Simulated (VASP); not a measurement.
A run of VASP 6.6.1:

INCAR

```
PREC = Accurate
ENCUT = 500
EDIFF = 1E-6
ISMEAR = -1
SIGMA = 0.03
LREAL = F
LASPH = T
NELM = 120
ALGO = Normal
ISIF = 2
LWAVE = F
LCHARG = T
GGA = PE
LELF = T
LVHAR = T
NBANDS = 18
GGA_COMPAT = F
```

Contents of KPOINTS:

```
Automatic mesh
0
Gamma
  9 9 5
```

The input POSCAR:

```
TaS2
1.0
    3.2816155415      0.0000000000      0.0000000000
   -1.6408077708      2.8419624244      0.0000000000
    0.0000000000      0.0000000000      5.7403745971
Ta S
1 2
Direct
    0.0000000000      0.0000000000      0.0000000000
    0.3333333333      0.6666666667      0.2500000000
    0.6666666667      0.3333333333      0.7500000000
```

Potentials or basis: VASP PAW PBE potentials, release 64 (Ta_pv, S).

Command:

```console
$ cat potpaw_PBE.64/Ta_pv/POTCAR potpaw_PBE.64/S/POTCAR > POTCAR
$ mpirun -np 1 vasp_std > vasp.out
```

Hardware: 1 thread of AMD EPYC 7R43 64-Core Processor (Zen 3), on a shared host.

Q: How long does it take, and how much memory?

A: It took 30 s on 1 thread of AMD EPYC 7R43 64-Core Processor (Zen 3), with other jobs on the host, peak memory 0.15 GiB. Counts: scf iterations 14, k points 50.
